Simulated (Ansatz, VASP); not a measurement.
## SrO: VASP beside Ansatz

```xyz
2
Lattice="0.0000 2.5876 2.5876 2.5876 0.0000 2.5876 2.5876 2.5876 0.0000" Properties=species:S:1:pos:R:3 pbc="T T T"
Sr    2.5876    2.5876    2.5876
O     0.0000    0.0000    0.0000
```

Alike in both runs: task single point; functional BLYP; dispersion D3(BJ); k mesh 8 × 8 × 8; occupations gaussian, width 0.05 eV; no spin polarisation.

|  | VASP | Ansatz |
| --- | --- | --- |
| version | VASP 6.6.1 | Ansatz 0.2.0 |
| potentials or method | VASP PAW PBE potentials, release 64 (Sr_sv, O), cutoff 520 eV | scalar-relativistic, plane waves, PAW |
| valence electrons in the cell | 16 | 16 |

|  | VASP | Ansatz | Ansatz less VASP |
| --- | --- | --- | --- |
| gap on the k mesh at the Fermi level (eV) | 3.40 | 3.46 | +0.056 |
| least direct gap on the mesh (eV) | 3.50 | 3.55 | +0.048 |
| pressure (GPa) | -1.2 | -1.7 | -0.54 |

VASP's potentials were made for PBE, not for BLYP.
